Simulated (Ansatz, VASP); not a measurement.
One calculation of MgO, two programs

Contents of INCAR:

```
  PREC = Accurate
  ENCUT = 520
  EDIFF = 1E-6
  ISMEAR = 0
  SIGMA = 0.05
  LREAL = False
  LASPH = True
  NELM = 80
  ALGO = Normal
  ISIF = 2
  LWAVE = False
  LCHARG = True
  GGA = PE
  LELF = True
  LVHAR = True
  NBANDS = 16
```

File KPOINTS:

```
regular mesh
0
Gamma
  6 6 6
```

POSCAR

```
MgO
1.0
    3.4863778627      0.0000000000      0.0000000000
   -1.7431889314      2.8381342885      0.0000000000
    0.0000000000      0.0000000000      4.1780412200
Mg O
2 2
Direct
    0.6666666667      0.3333333333      0.7500000000
    0.3333333333      0.6666666667      0.2500000000
    0.6666666667      0.3333333333      0.2500000000
    0.3333333333      0.6666666667      0.7500000000
```

Input for Ansatz:

```yaml
crystal:
  lattice:
    - [3.4863778627, 0.0, 0.0]
    - [-1.7431889314, 2.8381342885, 0.0]
    - [0.0, 0.0, 4.17804122]
  atoms:
    - { symbol: Mg, position: [0.6666666667, 0.3333333333, 0.75] }
    - { symbol: Mg, position: [0.3333333333, 0.6666666667, 0.25] }
    - { symbol: O, position: [0.6666666667, 0.3333333333, 0.25] }
    - { symbol: O, position: [0.3333333333, 0.6666666667, 0.75] }
basis:
  ecutwfc: 420
kpoints:
  mp_grid: { grid: [6, 6, 6] }
hamiltonian:
  xc: pbe
scf:
  occupations: { method: gaussian, width: 0.05 }
output:
  forces: true
  stress: true
  eigenvalues: true
```

Change from the starting cell: strain -0.0600 x Voigt [0, 1, 0, 0, 0, 0], atoms carried along.

Alike in both runs: task single point; functional PBE; k mesh 6 × 6 × 6; occupations gaussian, width 0.05 eV; no spin polarisation.

|  | VASP | Ansatz |
| --- | --- | --- |
| version | VASP 6.6.1 | Ansatz 0.2.0 |
| potentials or method | VASP PAW PBE potentials, release 64 (Mg, O), cutoff 520 eV | scalar-relativistic, plane waves, PAW |
| valence electrons in the cell | 16 | 32 |

```csv
,VASP,Ansatz,Ansatz less VASP
gap on the k mesh at the Fermi level (eV),3.73,3.74,+0.017
least direct gap on the mesh (eV),3.73,3.74,+0.017
pressure (GPa),14.5,14.9,+0.43
"traceless stress, the component that is largest in VASP (GPa)",9.73,9.52,-0.210
rms of the force components (eV/Å),0.488,0.481,-0.0066
```

Atom by atom the forces differ by 0.007 eV/Å (rms over components). VASP's potentials hold 16 valence electrons a cell and Ansatz's 32, so a difference there can come from the potentials and not from the codes.
